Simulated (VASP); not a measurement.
Runs of VASP 6.6.1 on Rb. The structure is that of space group Fm-3m (No. 225), or close to it. The cells are those of the table. 

```tsv
task	cell	k mesh	cutoff (eV)	gap on the mesh (eV)	pressure (GPa)
single point	a = 5.205 Å, angles 60.0°, 1 atom	9 × 9 × 9	520	none	-0.1
single point	a = 5.137 Å, angles 60.0°, 1 atom	12 × 12 × 12	520	none	0.0
single point	a = 4.996 Å, angles 60.0°, 1 atom	9 × 9 × 9	520	none	0.2
relaxation of cell and atoms	relaxed from a = 4.976 Å, angles 60.0°, 1 atom	8 × 8 × 8	600	none	0.0
single point	a = 4.923 Å, angles 60.0°, 1 atom	9 × 9 × 9	520	none	(a)
single point	a = 5.271 Å, angles 60.0°, 1 atom	9 × 9 × 9	520	none	-0.1
single point	a = 5.137 Å, angles 60.0°, 1 atom	9 × 9 × 9	520	none	0.0
single point	a = 5.068 Å, angles 60.0°, 1 atom	9 × 9 × 9	520	none	0.1
```

Alike in all rows: level BLYP; potentials or basis VASP PAW PBE potentials, release 64 (Rb_sv); no spin polarisation; smearing fermi-dirac 0.1 eV.

**Question.** Estimate the missing entries.

**Answer.** (a) 0.4.

Caveats: the PAW data sets were made with another functional, which shifts forces and pressure a little.

A k mesh can miss the band edges, and the runs leave out spin-orbit coupling on Rb.

A gap of «none» marks levels without a gap at the run's occupations.
